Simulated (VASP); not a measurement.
Wanted: the native input for a VASP 6.6.1 run.

- Task: single point
- Functional: PBE
- Potentials or basis: VASP PAW PBE potentials, release 64 (Ba_sv, C)
- Cutoff: 520 eV
- k mesh: 4 × 4 × 4
- Occupations: gaussian, width 0.0102 eV
- Spin: collinear spin
- Starting moments: [2.0, 1.0, 1.0, 2.0, 2.0, 1.0] μB
- Dipole correction: no
- Further INCAR settings: ALGO = Normal; EDIFF = 1e-06; NBANDS = 37

The structure of Ba2C lies in POSCAR:

```
Ba2C
1.0
    0.0000000000      4.8690250000      0.0000000000
    4.8690250000      0.0000000000      0.0000000000
    2.4345130000      2.4345130000     -8.2384290000
Ba C
4 2
Direct
    0.5000000000      0.0000000000      0.0000000000
    0.0000000000      0.5000000000      0.0000000000
    0.3250000000      0.3250000000      0.3500000000
    0.6750000000      0.6750000000      0.6500000000
    0.1360000000      0.1360000000      0.7280000000
    0.8640000000      0.8640000000      0.2720000000
```

The input as run:

INCAR

```
ALGO = Normal
EDIFF = 1E-6
ENCUT = 520
GGA = PE
ISIF = 2
ISMEAR = 0
ISPIN = 2
LASPH = True
LCHARG = True
LELF = True
LORBIT = 11
LREAL = False
LVHAR = True
LWAVE = False
MAGMOM = 2 1 1 2 2 1
NBANDS = 37
NELM = 150
PREC = Accurate
SIGMA = 0.0102
```

KPOINTS

```
k-points
0
Gamma
  4 4 4
```

Potentials or basis: VASP PAW PBE potentials, release 64 (Ba_sv, C).

Command:

```sh
$ cat potpaw_PBE.64/Ba_sv/POTCAR potpaw_PBE.64/C/POTCAR > POTCAR
$ mpirun -np 1 vasp_std > vasp.out
```

It gave:

The pressure is -2.2 GPa, the largest force is 1.574 eV/Å and the net moment is 0.63 μB per cell. The site moments are Ba -0.02, -0.00 (each value once); C +0.16 μB and the valence electrons inside the program's atomic spheres are Ba 8.09, 7.93 (each value once); C 2.07.

Caveat: forces of over 1 eV/Å act on the atoms, so gaps and moduli don't describe the material at rest.

Run time: 2.6 min on 1 thread of AMD EPYC 9R45 (Zen 5), with other jobs on the host, peak memory 0.42 GiB.
